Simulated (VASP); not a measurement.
# GaBiO4 (P4/mmm) in VASP: further runs

Runs on GaBiO4. Level: PBE. Tasks: single point, relaxation of cell and atoms.

All numbers are computed with VASP 6.6.1; they aren't measurements. Logs are shortened: lines on timing, memory, paths and dates and some standing lists are left out, and cuts for length are marked.

## (1) The cell of the first run

Symmetry: P4/mmm, No. 123, tetragonal system. The conventional cell has a = 3.647 Å, b = 3.647 Å, c = 5.138 Å, α = 90.00°, β = 90.00°, γ = 90.00°. Within 2.9 Å of Ga (site symmetry 4/mmm) lie 8 O at 2.21 Å. Bi (site symmetry 4/mmm) has 8 O at 2.26 Å within 3.0 Å. Within 2.9 Å of O (site symmetry 2mm) lie 2 Ga at 2.21 Å and 2 Bi at 2.26 Å and 6 O at 2.48 to 2.66 Å.

The cell was generated, and may not be a known phase.

## (2) Single point, PBE

File INCAR:

```
PREC = Accurate ; ENCUT = 520
EDIFF = 1E-6 ; ISMEAR = 0
SIGMA = 0.1 ; LREAL = F
LASPH = T ; NELM = 80
ALGO = Normal ; ISIF = 2
LWAVE = F ; LCHARG = F
GGA = PE ; NBANDS = 35
```

File KPOINTS:

```
Automatic mesh
0
Gamma
  10 10 8
```

File POSCAR:

```
GaBiO4
1.0
    3.6468794243      0.0000000000      0.0000000000
    0.0000000000      3.6468794243      0.0000000000
    0.0000000000      0.0000000000      5.1376158390
Ga Bi O
1 1 4
Direct
    0.0000000000      0.0000000000      0.0000000000
    0.5000000000      0.5000000000      0.5000000000
    0.5000000000      0.0000000000      0.7584149384
    0.0000000000      0.5000000000      0.2415850616
    0.5000000000      0.0000000000      0.2415850616
    0.0000000000      0.5000000000      0.7584149384
```

Potentials or basis: VASP PAW PBE potentials, release 64 (Ga_d, Bi_d, O).

Command:

```bash
> cat potpaw_PBE.64/Ga_d/POTCAR potpaw_PBE.64/Bi_d/POTCAR potpaw_PBE.64/O/POTCAR > POTCAR
> mpirun -np 1 vasp_std > vasp.out
```

OUTCAR:

```text
PREC = Accurate
   ENCUT = 520
   EDIFF = 1E-6
   ISMEAR = 0
   LREAL = F
   LASPH = T
   NELM = 80
   ISIF = 2
   GGA = PE

 ion  position               nearest neighbor table
   1  0.000  0.000  0.000-   3 2.21   4 2.21   5 2.21   6 2.21   4 2.21   6 2.21   3 2.21   5 2.21

   2  0.500  0.500  0.500-   3 2.26   4 2.26   5 2.26   6 2.26   3 2.26   5 2.26   4 2.26   6 2.26

   3  0.500  0.000  0.758-   1 2.21   1 2.21   2 2.26   2 2.26
   4  0.000  0.500  0.242-   1 2.21   1 2.21   2 2.26   2 2.26
   5  0.500  0.000  0.242-   1 2.21   1 2.21   2 2.26   2 2.26
   6  0.000  0.500  0.758-   1 2.21   1 2.21   2 2.26   2 2.26

  LATTYP: Found a simple tetragonal cell.
 ALAT       =     3.6468794243
 C/A-ratio  =     1.4087704147

  Lattice vectors:

 A1 = (   3.6468794243,   0.0000000000,   0.0000000000)
 A2 = (   0.0000000000,   3.6468794243,   0.0000000000)
 A3 = (   0.0000000000,   0.0000000000,   5.1376158390)

Analysis of symmetry for initial positions (statically):
=====================================================================
 Subroutine PRICEL returns:
 Original cell was already a primitive cell.

 Routine SETGRP: Setting up the symmetry group for a
 simple tetragonal supercell.

 Subroutine GETGRP returns: Found 16 space group operations
 (whereof 16 operations were pure point group operations)
 out of a pool of 16 trial point group operations.

The static configuration has the point symmetry D_4h.

Analysis of symmetry for dynamics (positions and initial velocities):
=====================================================================
 Subroutine PRICEL returns:
 Original cell was already a primitive cell.

 Routine SETGRP: Setting up the symmetry group for a
 simple tetragonal supercell.

 Subroutine GETGRP returns: Found 16 space group operations
 (whereof 16 operations were pure point group operations)
 out of a pool of 16 trial point group operations.

The dynamic configuration has the point symmetry D_4h.

 Subroutine INISYM returns: Found 16 space group operations
 (whereof 16 operations are pure point group operations),
 and found     1 'primitive' translations

----------------------------------------------------------------------------------------

                                     Primitive cell

  volume of cell :      68.3289

  direct lattice vectors                    reciprocal lattice vectors
     3.646879424  0.000000000  0.000000000     0.274207037  0.000000000  0.000000000
     0.000000000  3.646879424  0.000000000     0.000000000  0.274207037  0.000000000
     0.000000000  0.000000000  5.137615839     0.000000000  0.000000000  0.194642813

  length of vectors
     3.646879424  3.646879424  5.137615839     0.274207037  0.274207037  0.194642813

  position of ions in fractional coordinates (direct lattice)
     0.000000000  0.000000000  0.000000000
     0.500000000  0.500000000  0.500000000
     0.500000000  0.000000000  0.758414938
     0.000000000  0.500000000  0.241585062
     0.500000000  0.000000000  0.241585062
     0.000000000  0.500000000  0.758414938

  ion indices of the primitive-cell ions
   primitive index   ion index
                 1           1
                 2           2
                 3           3
                 4           4
                 5           5
                 6           6

----------------------------------------------------------------------------------------

 KPOINTS: Automatic mesh

Automatic generation of k-mesh.
 Grid dimensions read from file:
 generate k-points for:   10   10    8

 Generating k-lattice:

  Cartesian coordinates                     Fractional coordinates (reciprocal lattice)
     0.027420704  0.000000000  0.000000000     0.100000000  0.000000000  0.000000000
     0.000000000  0.027420704  0.000000000     0.000000000  0.100000000  0.000000000
     0.000000000  0.000000000  0.024330352     0.000000000  0.000000000  0.125000000

  Length of vectors
     0.027420704  0.027420704  0.024330352

  Shift w.r.t. Gamma in fractional coordinates (k-lattice)
     0.000000000  0.000000000  0.000000000

 Subroutine IBZKPT returns following result:
 ===========================================

 Found    105 irreducible k-points:

 Following reciprocal coordinates:
            Coordinates               Weight
  0.000000  0.000000  0.000000      1.000000
  0.100000  0.000000  0.000000      4.000000
  0.200000  0.000000  0.000000      4.000000
  0.300000  0.000000  0.000000      4.000000
  0.400000  0.000000  0.000000      4.000000
  0.500000  0.000000  0.000000      2.000000
[... 16 lines left out ...]
  0.100000  0.000000  0.125000      8.000000
  0.200000  0.000000  0.125000      8.000000
 [... further k-points ...]
   k-points           NKPTS =    105   k-points in BZ     NKDIM =    105   number of bands    NBANDS=     35
   number of dos      NEDOS =    301   number of ions     NIONS =      6
   total plane-waves  NPLWV =  31360
   dimension x,y,z NGX =    28 NGY =   28 NGZ =   40
   dimension x,y,z NGXF=    56 NGYF=   56 NGZF=   80
   ions per type =               1   1   4
   NGX,Y,Z   is equivalent  to a cutoff of  12.76, 12.76, 12.94 a.u.
   NGXF,Y,Z  is equivalent  to a cutoff of  25.53, 25.53, 25.89 a.u.
 SYSTEM =  unknown system
   PREC   = accura    normal or accurate (medium, high low for compatibility)
   ISTART =      0    job   : 0-new  1-cont  2-samecut
   ICHARG =      2    charge: 1-file 2-atom 10-const
   ISPIN  =      1    spin polarized calculation?
   LNONCOLLINEAR =      F non collinear calculations
   LSORBIT =      F    spin-orbit coupling
   LASPH  =      T    aspherical Exc in radial PAW
   ENCUT  =  520.0 eV  38.22 Ry    6.18 a.u.   6.78  6.78  9.55*2*pi/ulx,y,z
   NELM   =     80;   NELMIN=  2; NELMDL= -5     # of ELM steps
   EDIFF  = 0.1E-05   stopping-criterion for ELM
   LREAL  =      F    real-space projection
   EDIFFG = 0.1E-04   stopping-criterion for IOM
   NSW    =      0    number of steps for IOM
   IBRION =     -1    ionic relax: 0-MD 1-quasi-New 2-CG
   NFREE  =      0    steps in history (QN), initial steepest desc. (CG)
   ISIF   =      2    stress and relaxation
   ISYM   =      2    0-nonsym 1-usesym 2-fastsym
   POTIM  = 0.5000    time-step for ionic-motion
   TEBEG  =    0.0;   TEEND  =   0.0 temperature during run
   PSTRESS=    0.0 pullay stress
   NELECT =      52.0000    total number of electrons
   NUPDOWN=      -1.0000    fix difference up-down
   EMIN   =  10.00;   EMAX   =-10.00  energy-range for DOS
   EFERMI =   0.00;   METHOD = LEGACY
   ISMEAR =     0;   SIGMA  =   0.10  broadening in eV -4-tet -1-fermi 0-gaus
   EFERMI_NEDOS =   21; number of points for ismear=-14 and -15
   IALGO  =     38    algorithm
   IMIX   =      4    mixing-type and parameters
     AMIX     =   0.40;   BMIX     =  1.00
     AMIX_MAG =   1.60;   BMIX_MAG =  1.00
  volume/ion in A,a.u.               =      11.39        76.85
  Fermi-wavevector in a.u.,A,eV,Ry     =   1.494656  2.824490 30.395352  2.233995
  Thomas-Fermi vector in A             =   2.606901
   LORBIT       =      0    0 simple, 1 ext, 2 COOP (PROOUT), +10 PAW based schemes
   GGA     = PE    functional components
   LHFCALC =     F    Hartree Fock is set to
   AEXX    =    0.0000 exact exchange contribution
   IVDW    =     0    specifies the selected vdW correction
   LEPSILON=     F    determine dielectric tensor
   LRPA    =     F    only Hartree local field effects (RPA)
 non-spin polarized calculation
 Gauss-broadening in eV      SIGMA  =   0.10
  energy-cutoff  :      520.00
  volume of cell :       68.33
 maximum number of plane-waves:      1875
 NGX is ok and might be reduce to    28
   NGX = 13   NGY = 13   NGZ = 19

 number of electron      51.9999983 magnetization

 Free energy of the ion-electron system (eV)
  ---------------------------------------------------
  ext. energy  EPLUGINS =         0.00000000
  ---------------------------------------------------
  free energy    TOTEN  =       -32.05483315 eV

  energy without entropy =      -32.04990106  energy(sigma->0) =      -32.05236711

 E-fermi :   5.9750     XC(G=0): -11.5747

 val. band max:        5.9659736384   @ k =   0.4000   0.4000   0.0000
 cond. band min:       5.9936676919   @ k =   0.5000   0.4000   0.1250
 fundamental gap:      0.0276940536
 Fermi energy:         5.9750152879

 k-point     1 :       0.0000    0.0000    0.0000
  band No.  band energies     occupation
      1     -16.6943      2.00000
      2     -16.3670      2.00000
      3     -16.3670      2.00000
      4     -16.3597      2.00000
      5     -16.3066      2.00000
      6     -13.5909      2.00000
[... 27 lines left out ...]
     34      17.4979      0.00000
     35      17.4982      0.00000

 k-point     2 :       0.1000    0.0000    0.0000
  band No.  band energies     occupation
      1     -16.6781      2.00000
      2     -16.3929      2.00000
      3     -16.3664      2.00000
      4     -16.3567      2.00000
      5     -16.3096      2.00000
      6     -13.5232      2.00000
[... 27 lines left out ...]
     34      17.2449      0.00000
     35      17.4438      0.00000

 k-point     3 :       0.2000    0.0000    0.0000
  band No.  band energies     occupation
      1     -16.6367      2.00000
      2     -16.4587      2.00000
      3     -16.3650      2.00000
      4     -16.3480      2.00000
      5     -16.3174      2.00000
      6     -13.3211      2.00000
[... 27 lines left out ...]
     34      16.7142      0.00000
     35      17.2613      0.00000

 k-point     4 :       0.3000    0.0000    0.0000
  band No.  band energies     occupation
      1     -16.5884      2.00000
      2     -16.5360      2.00000
      3     -16.3631      2.00000
      4     -16.3353      2.00000
      5     -16.3271      2.00000
      6     -12.9911      2.00000
[... 27 lines left out ...]
     34      16.4173      0.00000
     35      16.9195      0.00000

 k-point     5 :       0.4000    0.0000    0.0000
  band No.  band energies     occupation
      1     -16.5957      2.00000
      2     -16.5524      2.00000
      3     -16.3616      2.00000
      4     -16.3348      2.00000
      5     -16.3227      2.00000
      6     -12.5514      2.00000
[... 638 lines left out ...]
 k-point    22 :       0.0000    0.0000    0.1250
  band No.  band energies     occupation
      1     -16.6932      2.00000
      2     -16.3671      2.00000
      3     -16.3671      2.00000
      4     -16.3593      2.00000
      5     -16.3066      2.00000
      6     -13.5421      2.00000
[... 27 lines left out ...]
     34      17.3586      0.00000
     35      17.3586      0.00000

 k-point    23 :       0.1000    0.0000    0.1250
  band No.  band energies     occupation
      1     -16.6770      2.00000
      2     -16.3934      2.00000
      3     -16.3665      2.00000
      4     -16.3563      2.00000
      5     -16.3096      2.00000
      6     -13.4743      2.00000
[... 27 lines left out ...]
     34      17.1394      0.00000
     35      17.3153      0.00000

 k-point    24 :       0.2000    0.0000    0.1250
  band No.  band energies     occupation
      1     -16.6357      2.00000
      2     -16.4600      2.00000
      3     -16.3651      2.00000
      4     -16.3476      2.00000
      5     -16.3174      2.00000
      6     -13.2725      2.00000
[... 27 lines left out ...]
     34      16.6873      0.00000
     35      17.1664      0.00000

 [... further k-points ...]

------------------------ aborting loop because EDIFF is reached ----------------------------------------

  FORCE on cell =-STRESS in cart. coord.  units (eV):
  Direction    XX          YY          ZZ          XY          YZ          ZX
  --------------------------------------------------------------------------------------
  -------------------------------------------------------------------------------------
  Total        0.2712489      0.2712489      0.2506137      0.0000000      0.0000000      0.0000000
  in kB        6.3602484      6.3602484      5.8763951      0.0000000      0.0000000      0.0000000
  external PRESSURE =       6.1989640 kB  Pullay stress =       0.0000000 kB

 VOLUME and BASIS-vectors are now :
 -----------------------------------------------------------------------------
  energy-cutoff  :      520.00
  volume of cell :       68.33
      direct lattice vectors                 reciprocal lattice vectors
     3.646879424  0.000000000  0.000000000     0.274207037  0.000000000  0.000000000
     0.000000000  3.646879424  0.000000000     0.000000000  0.274207037  0.000000000
     0.000000000  0.000000000  5.137615839     0.000000000  0.000000000  0.194642813

 POSITION                                       TOTAL-FORCE (eV/Angst)
 -----------------------------------------------------------------------------------
      0.00000      0.00000      0.00000        -0.000000      0.000000      0.000000
      1.82344      1.82344      2.56881        -0.000000      0.000000      0.000000
      1.82344      0.00000      3.89644        -0.000000     -0.000000      0.003228
      0.00000      1.82344      1.24117         0.000000      0.000000     -0.003228
      1.82344      0.00000      1.24117         0.000000      0.000000     -0.003228
      0.00000      1.82344      3.89644        -0.000000     -0.000000      0.003228
 -----------------------------------------------------------------------------------
    total drift:                                0.000000      0.000000      0.000000

  FREE ENERGIE OF THE ION-ELECTRON SYSTEM (eV)
  ---------------------------------------------------
  free  energy   TOTEN  =       -32.0548331544 eV

  energy  without entropy=      -32.0499010562  energy(sigma->0) =      -32.05236711
```

Run time: 1.9 min. Hardware: 1 thread of AMD EPYC 9R45 (Zen 5), shared host; peak memory 0.31 GiB.

Results:

| Property | Result |
| --- | --- |
| Free energy | -32.0548 eV |
| Pressure | 0.6 GPa |
| Largest force | 0.003 eV/Å |
| Band gap on the k mesh | zero (bands 26 and 27 overlap by 0.36 eV) |

Forces in eV/Å, atoms in the order of the input:
```
Ga   0.000  0.000  0.000
Bi   0.000  0.000  0.000
O    0.000  0.000  0.003
O    0.000  0.000 -0.003
O    0.000  0.000 -0.003
O    0.000  0.000  0.003
```

Caveat: spin-orbit coupling is left out, which moves the levels of the heavy elements.

## (3) Relaxation of cell and atoms, PBE

This run uses another cell than the first one, of 11.58 Å³/atom.

File INCAR:

```
PREC = Accurate ; ENCUT = 600
EDIFF = 1E-7 ; ISMEAR = 0
SIGMA = 0.1 ; LREAL = False
LASPH = True ; NELM = 80
ALGO = Normal ; ISIF = 3
LWAVE = False ; LCHARG = False
GGA = PE ; IBRION = 2
NSW = 90 ; EDIFFG = -0.04
```

File KPOINTS:

```
Automatic mesh
0
Gamma
  6 6 4
```

File POSCAR:

```
GaBiO4
1.0
    3.6629314100      0.0000000000      0.0000000000
    0.0000000000      3.6629314100      0.0000000000
    0.0000000000      0.0000000000      5.1801256400
Ga Bi O
1 1 4
Direct
    0.0000000000      0.0000000000      0.0000000000
    0.5000000000      0.5000000000      0.5000000000
    0.5000000000      0.0000000000      0.7265759700
    0.0000000000      0.5000000000      0.2734240300
    0.5000000000      0.0000000000      0.2734240300
    0.0000000000      0.5000000000      0.7265759700
```

Potentials or basis: VASP PAW PBE potentials, release 64 (Ga_d, Bi_d, O).

Command:

```bash
> cat potpaw_PBE.64/Ga_d/POTCAR potpaw_PBE.64/Bi_d/POTCAR potpaw_PBE.64/O/POTCAR > POTCAR
> mpirun -np 1 vasp_std > vasp.out
```

Wall time 3.1 min (1 thread of AMD EPYC 9R45 (Zen 5), shared host); peak memory 0.22 GiB.

It converged, with:

```yaml
Free_energy: -32.0592 eV
Relaxed_volume: 11.42 Å³/atom
Relaxed_cell: a = 3.652 Å, b = 3.652 Å, c = 5.140 Å, α = 90.00°, β = 90.00°, γ = 90.00°
Space_group_after_relaxing_to_0.1_Å: P4/mmm (No. 123)
Energy_gained_by_relaxing: 172.7 meV/atom
Ionic_steps: 6
Pressure_after_relaxing: 0.0 GPa
Largest_force_after_relaxing: 0.009 eV/Å
Band_gap_on_the_k_mesh: zero (bands 26 and 27 overlap by 0.28 eV)
```

Forces in eV/Å, atoms in the order of the input:
```
Ga   0.000  0.000  0.000
Bi   0.000  0.000  0.000
O    0.000  0.000  0.009
O    0.000  0.000 -0.009
O    0.000  0.000 -0.009
O    0.000  0.000  0.009
```

The path:
| step | energy change (eV) | largest force (eV/Å) | pressure (GPa) | volume (Å³) |
| --- | --- | --- | --- | --- |
| 1 | 0.0000 | 3.2426 | 5.11 | 69.50 |
| 2 | -0.8806 | 0.0425 | -8.74 | 73.28 |
| 3 | -0.8930 | 0.3223 | -7.83 | 72.84 |
| 4 | -1.0216 | 0.2554 | 2.30 | 67.50 |
| 5 | -1.0336 | 0.1073 | -0.28 | 68.63 |
| 6 | -1.0364 | 0.0088 | 0.00 | 68.54 |

Final structure:
```yaml
crystal:
  lattice:
    - [3.65176, 0.00000, 0.00000]
    - [0.00000, 3.65176, 0.00000]
    - [0.00000, 0.00000, 5.13984]
  atoms:
    - { symbol: Ga, position: [0.00000, 0.00000, 0.00000] }
    - { symbol: Bi, position: [0.50000, 0.50000, 0.50000] }
    - { symbol: O, position: [0.50000, 0.00000, 0.75830] }
    - { symbol: O, position: [0.00000, 0.50000, 0.24170] }
    - { symbol: O, position: [0.50000, 0.00000, 0.24170] }
    - { symbol: O, position: [0.00000, 0.50000, 0.75830] }
```

Levels at points of the mesh, in eV from the Fermi level:
```
           k point  band 24  band 25  band 26  band 27  band 28  band 29
(0.00, 0.00, 0.00)    -1.32    -0.25    -0.25    -0.09     2.57     5.56
(0.50, 0.00, 0.00)    -1.63    -0.52    -0.31     1.40     4.39     6.50
(0.50, 0.50, 0.00)    -0.19    -0.16     0.14     0.29     3.65     6.19
(0.00, 0.00, 0.50)    -0.75    -0.71    -0.71     0.47     2.94     4.65
(0.50, 0.00, 0.50)    -2.08    -1.92    -1.89     2.02     4.80     7.00
(0.50, 0.50, 0.50)    -0.18    -0.03     0.01     1.27     4.59     7.76
```

Caveat: spin-orbit coupling is left out, which moves the levels of the heavy elements.

[end of part 1 of 2]

The gap in the log of VASP goes by the Fermi energy; the results here count the filled bands.